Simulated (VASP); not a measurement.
Write the native input for VASP 6.6.1 that does the following.

```
Task                   : single point
Functional             : PBE
Potentials or basis    : VASP PAW PBE potentials, release 64 (Co, O)
Cutoff                 : 520 eV
k mesh                 : 1 × 1 × 17
Occupations            : gaussian, width 0.05 eV
Spin                   : collinear spin, ferromagnetic start
Starting moments       : [2.74, 2.74, 0.5, 0.5] μB
Dipole correction      : no
Further INCAR settings : ALGO = Normal; EDIFF = 1e-07; NBANDS = 27
```

The structure of CoO lies in POSCAR:

```
CoO
1.0
   11.0000000000      0.0000000000      0.0000000000
    0.0000000000      9.3000000000      0.0000000000
    0.0000000000      0.0000000000      3.5197943197
Co O
2 2
Direct
    0.4248383081      0.5000000000      0.0000000000
    0.5751616919      0.5000000000      0.5000000000
    0.3956691195      0.5000000000      0.5000000000
    0.6043308805      0.5000000000      0.0000000000
```

These files were run (other wordings do the same):

INCAR

```
ALGO     = Normal         # electronic algorithm
EDIFF    = 1E-7           # SCF threshold, eV
ENCUT    = 520            # plane-wave cutoff, eV
GGA      = PE             # functional
ISIF     = 2              # what is computed and relaxed
ISMEAR   = 0              # smearing method
ISPIN    = 2              # spin polarisation
LASPH    = T              # aspherical terms in the spheres
LCHARG   = F              # write CHGCAR
LMAXMIX  = 4              # l up to which the mixer works
LORBIT   = 11             # projections on sites
LREAL    = F              # projectors in reciprocal space
LWAVE    = F              # write WAVECAR
MAGMOM   = 2.74 2.74 0.5 0.5 # initial moments
NBANDS   = 27             # bands
NELM     = 150            # most SCF steps
PREC     = Accurate       # precision mode
SIGMA    = 0.05           # smearing width, eV
```

KPOINTS

```
k-points
0
Gamma
  1 1 17
```

Potentials or basis: VASP PAW PBE potentials, release 64 (Co, O).

Launch:

```sh
$ cat potpaw_PBE.64/Co/POTCAR potpaw_PBE.64/O/POTCAR > POTCAR
$ mpirun -np 1 vasp_std > vasp.out
```

Results of the run:

| Item | Value |
| --- | --- |
| Largest force | 0.014 eV/Å |
| Net moment | 4.24 μB per cell |
| Site moments | Co +1.83; O +0.22 μB |
| Valence electrons inside the program's atomic spheres | Co 8.21; O 4.97 |

It took 5.1 min on 1 thread of Intel Xeon 6975P-C, on a shared host, peak memory 0.59 GiB.
